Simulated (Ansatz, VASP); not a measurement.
## P in VASP and in Ansatz

```xyz
2
Lattice="-2.5750 2.9120 1.2293 2.9120 -2.5750 1.2293 2.2312 2.2312 -0.6120" Properties=species:S:1:pos:R:3 pbc="T T T"
P    -0.1620    4.9614    0.6173
P    -0.2695    2.8377    0.9233
```

Alike in both runs: task single point; functional PBE; k mesh 14 × 14 × 11; occupations fermi-dirac, width 0.1 eV; no spin polarisation.

|  | VASP | Ansatz |
| --- | --- | --- |
| version | VASP 6.6.1 | Ansatz 0.2.0 |
| potentials or method | VASP PAW PBE potentials, release 64 (P), cutoff 520 eV | plane waves (420 eV) with PAW, scalar-relativistic |
| valence electrons in the cell | 10 | 10 |

```csv
,VASP,Ansatz,Ansatz less VASP
pressure (GPa),13.1,13.5,+0.39
"traceless stress, the component that is largest in VASP (GPa)",2.27,2.35,+0.082
```

The functional is the same, so the differences come from potentials, cutoffs and numerics.
